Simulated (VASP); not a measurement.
Si3Sn, 4 atoms in the cell. The structure is tetragonal, space group P-4m2 (No. 115). The conventional cell has a = 4.038 Å, b = 4.038 Å, c = 5.749 Å, α = 90.00°, β = 90.00°, γ = 90.00°. Within 3.2 Å of Si (site symmetry 2mm) lie 2 Si at 2.40 Å and 2 Sn at 2.56 Å. Si (site symmetry -4m2) has 4 Si at 2.40 Å within 3.2 Å. Within 3.4 Å of Sn (site symmetry -4m2) lie 4 Si at 2.56 Å. 

| Property | Result |
| --- | --- |
| Program | VASP 6.6.1 |
| Task | single point |
| Functional | HSE06 |
| Potentials or basis | VASP PAW PBE potentials, release 64 (Si, Sn_d) |
| Cutoff | 520 eV |
| k mesh | 4 × 4 × 4 |
| Occupations | gaussian, width 0.01 eV |
| Spin | no spin polarisation |
| Dipole correction | no |
| Grid for exact exchange (PRECFOCK) | Normal |
| Further INCAR settings | ALGO = Normal; EDIFF = 1e-06; NBANDS = 21 |
| Share of exact exchange | 0.25 |
| Screening parameter | 0.2079 1/Å |

Potentials or basis: VASP PAW PBE potentials, release 64 (Si, Sn_d).

Command:

```bash
$ cat potpaw_PBE.64/Si/POTCAR potpaw_PBE.64/Sn_d/POTCAR > POTCAR
$ cp INCAR.step1 INCAR
$ mpirun -np 1 vasp_std > vasp.out
$ cp INCAR.step2 INCAR
$ mpirun -np 1 vasp_std > vasp.out
```

Hardware: 1 thread of Oxide Virtual Turin-like Processor, with other jobs on the host.

Question: How long does it take, and how much memory?

Answer: Wall time 75 min on 1 thread of Oxide Virtual Turin-like Processor (shared host), peak memory 0.31 GiB. Counts: k points 18.
